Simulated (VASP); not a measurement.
A run of VASP 6.6.1 is set up as follows.

File INCAR:

```
PREC = Accurate
ENCUT = 520
EDIFF = 1E-6
ISMEAR = 0
SIGMA = 0.1
LREAL = F
LASPH = T
NELM = 150
ALGO = Normal
ISIF = 2
LWAVE = F
LCHARG = F
ISPIN = 2
MAGMOM = 0 0.37 0.37
LORBIT = 11
LMAXMIX = 4
GGA = PE
IVDW = 12
NBANDS = 22
```

KPOINTS

```
regular mesh
0
Gamma
  18 8 6
```

POSCAR

```
CuO2
1.0
    2.3528015484      0.0000000000      0.0000000000
    0.0000000000      2.3730773455      0.0000000000
    0.0000000000      0.0000000000      7.2677957048
Cu O
1 2
Direct
    0.0000000000      0.5000000000      0.0000000000
    0.0000000000      0.5000000000      0.4161492072
    0.0000000000      0.5000000000      0.5838507928
```

Potentials or basis: VASP PAW PBE potentials, release 64 (Cu, O).

Run with:

```bash
$ cat potpaw_PBE.64/Cu/POTCAR potpaw_PBE.64/O/POTCAR > POTCAR
$ mpirun -np 1 vasp_std > vasp.out
```

**Question.** Estimate the pressure.

**Answer.** 1.8 GPa.

**Question.** Predict the largest force.

**Answer.** 1.184 eV/Å.

**Question.** Predict the dispersion energy per atom.

**Answer.** -0.152 eV.

**Question.** What does it give for the net moment?

**Answer.** 0.00 μB per cell.

Stress tensor (GPa, compression positive):
```
0.04 0.00 0.00
0.00 0.03 0.00
0.00 0.00 5.27
```

Caveat: the standard files for N, O and F lose accuracy on very short bonds; the stress differs along the axes, from 0 to 5 GPa; forces of over 1 eV/Å act on the atoms, so gaps and moduli don't describe the material at rest.
